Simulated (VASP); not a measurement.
Wanted: the native input for a VASP 6.6.1 run.

| Property | Result |
| --- | --- |
| Task | single point |
| Functional | revPBE |
| Potentials or basis | VASP PAW PBE potentials, release 64 (K_sv, F) |
| Cutoff | 600 eV |
| k mesh | 4 × 4 × 4 |
| Occupations | gaussian, width 0.1 eV |
| Spin | collinear spin, zero start |
| Starting moments | [0.0, 0.0] μB |
| Dipole correction | no |
| Further INCAR settings | ALGO = Normal; EDIFF = 1e-06; NBANDS = 19 |

The structure of KF lies in POSCAR:

```
KF
1.0
    0.0000000000      2.6544134050      2.6544134050
    2.6544134050      0.0000000000      2.6544134050
    2.6544134050      2.6544134050      0.0000000000
K F
1 1
Direct
    0.0000000000      0.0000000000      0.0000000000
    0.5000000000      0.5000000000      0.5000000000
```

The input as run:

INCAR

```
SYSTEM = KF
PREC = Accurate ; ENCUT = 600
EDIFF = 1E-6 ; ISMEAR = 0
SIGMA = 0.1 ; LREAL = .FALSE.
LASPH = .TRUE. ; NELM = 200
ALGO = Normal ; ISIF = 2
LWAVE = .FALSE. ; LCHARG = .FALSE.
ISPIN = 2 ; MAGMOM = 0 0
LORBIT = 11 ; GGA = RE
NBANDS = 19 ; GGA_COMPAT = .FALSE.
```

KPOINTS

```
regular mesh
0
G
  4 4 4
  0 0 0
```

Potentials or basis: VASP PAW PBE potentials, release 64 (K_sv, F).

Launch:

```console
$ cat potpaw_PBE.64/K_sv/POTCAR potpaw_PBE.64/F/POTCAR > POTCAR
$ mpirun -np 1 vasp_std > vasp.out
```

Results of the run:

* Pressure: 4.3 GPa
* Band gap on the k mesh: 6.58 eV
* Net moment: 0.00 μB per cell
* Valence electrons inside the program's atomic spheres: K 7.62; F 6.10

Caveat: the k points lie up to 0.51 Å⁻¹ apart; the PAW data sets were made with another functional, which shifts forces and pressure a little.

Run time: 18 s on 1 thread of Intel(R) Xeon(R) Platinum 8259CL CPU @ 2.50GHz (Skylake/Cascade Lake), on a shared host, peak memory 0.18 GiB.
